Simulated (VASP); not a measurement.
A run of VASP 6.6.1 is set up as follows.

The input INCAR:

```
SYSTEM = TiCo
ALGO = Normal
EDIFF = 1E-7
ENCUT = 520
GGA = PE
ISIF = 2
ISMEAR = -1
LASPH = .True.
LCHARG = .False.
LREAL = .False.
LWAVE = .False.
NBANDS = 29
NELM = 80
PREC = Accurate
SIGMA = 0.03
```

File KPOINTS:

```
k-points
0
Gamma
  12 12 12
  0 0 0
```

The input POSCAR:

```
TiCo
1.0
    2.9861109900      2.9861109900      0.0000000000
    2.9861109900      0.0000000000      2.9861109900
    2.9861109900      0.0000000000     -2.9861109900
Ti Co
2 2
Direct
    0.0000000000      0.0000000000      0.0000000000
    0.0000000000      0.5000000000      0.5000000000
    0.5000000000      0.2500000000      0.7500000000
    0.5000000000      0.7500000000      0.2500000000
```

Potentials or basis: VASP PAW PBE potentials, release 64 (Ti_sv, Co).

Command:

```console
$ cat potpaw_PBE.64/Ti_sv/POTCAR potpaw_PBE.64/Co/POTCAR > POTCAR
$ mpirun -np 1 vasp_std > vasp.out
```

Problem. Predict the band gap on the k mesh.

Solution. Zero (band 21 reaches 10.60 eV, above the bottom of band 22 at 9.35 eV).

Problem. Estimate the pressure.

Solution. -2.9 GPa.

Spin polarisation is off, so any magnetic state and its effect on volume and gap are missing.
